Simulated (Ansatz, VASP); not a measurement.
Mg in VASP and in Ansatz

The input INCAR:

```
SYSTEM = Mg
PREC = Accurate
ENCUT = 520
EDIFF = 1E-6
ISMEAR = 0
SIGMA = 0.15
LREAL = .False.
LASPH = .True.
NELM = 60
ALGO = Normal
ISIF = 2
LWAVE = .False.
LCHARG = .False.
GGA = CA
NBANDS = 7
```

Contents of KPOINTS:

```
regular mesh
0
Gamma
  20 20 20
  0 0 0
```

Contents of POSCAR:

```
Mg
1.0
   -1.3648654826      1.7969850563      1.7969850563
    1.7969850563     -1.3648654826      1.7969850563
    1.7969850563      1.7969850563     -1.3648654826
Mg
1
Direct
    0.0000000000      0.0000000000      0.0000000000
```

Input for Ansatz:

```yaml
crystal:
  lattice:
    - [-1.3648654826, 1.7969850563, 1.7969850563]
    - [1.7969850563, -1.3648654826, 1.7969850563]
    - [1.7969850563, 1.7969850563, -1.3648654826]
  atoms:
    - { symbol: Mg, position: [0.0, 0.0, 0.0] }
basis:
  ecutwfc: 420
kpoints:
  mp_grid: { grid: [20, 20, 20] }
hamiltonian:
  xc: lda
scf:
  occupations: { method: gaussian, width: 0.15 }
output:
  forces: true
  stress: true
  eigenvalues: true
```

Alike in both runs: task single point; functional LDA; k mesh 20 × 20 × 20; occupations gaussian, width 0.15 eV; no spin polarisation.

|  | VASP | Ansatz |
| --- | --- | --- |
| version | VASP 6.6.1 | Ansatz 0.2.0 |
| potentials or method | VASP PAW LDA potentials, release 64 (Mg), cutoff 520 eV | scalar-relativistic, plane waves, PAW |
| valence electrons in the cell | 2 | 10 |

```tsv
	VASP	Ansatz	Ansatz less VASP
gap on the k mesh at the Fermi level (eV)	none	none	-
pressure (GPa)	2.1	2.4	+0.26
traceless stress, the component that is largest in VASP (GPa)	-3.48	-3.46	+0.024
```

LDA's correlation is that of Perdew and Zunger in VASP and of Perdew and Wang (1992) in Ansatz. A gap of «none» marks a metal or a gap that the smearing closes. VASP's potentials hold 2 valence electrons a cell and Ansatz's 10, so a difference there can come from the potentials and not from the codes.
